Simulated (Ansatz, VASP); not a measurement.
InSb in VASP and in Ansatz

```xyz
2
Lattice="-3.0074 3.0074 1.5531 3.0074 -3.0074 1.5531 3.0074 3.0074 -1.5531" Properties=species:S:1:pos:R:3 pbc="T T T"
In    3.0074    0.0000    0.7765
Sb    0.0000    0.0000    0.0000
```

Alike in both runs: task single point; functional PBE; k mesh 16 × 16 × 16; occupations gaussian, width 0.15 eV; no spin polarisation.

|  | VASP | Ansatz |
| --- | --- | --- |
| version | VASP 6.6.1 | Ansatz 0.2.0 |
| potentials or method | VASP PAW PBE potentials, release 64 (In_d, Sb), cutoff 520 eV | scalar-relativistic, plane waves, PAW |
| valence electrons in the cell | 18 | 28 |

VASP gave:

| Property | Result |
| --- | --- |
| gap on the k mesh at the Fermi level (eV) | none |
| pressure (GPa) | 0.5 |
| traceless stress, the component that is largest in VASP (GPa) | 2.43 |

Problem. Which values does Ansatz return?

Solution. gap on the k mesh at the Fermi level (eV): none; pressure (GPa): 0.5; traceless stress, the component that is largest in VASP (GPa): 2.44.

A gap of «none» marks a metal or a gap that the smearing closes. VASP's potentials hold 18 valence electrons a cell and Ansatz's 28, so a difference there can come from the potentials and not from the codes.

Spin-orbit coupling is off throughout.
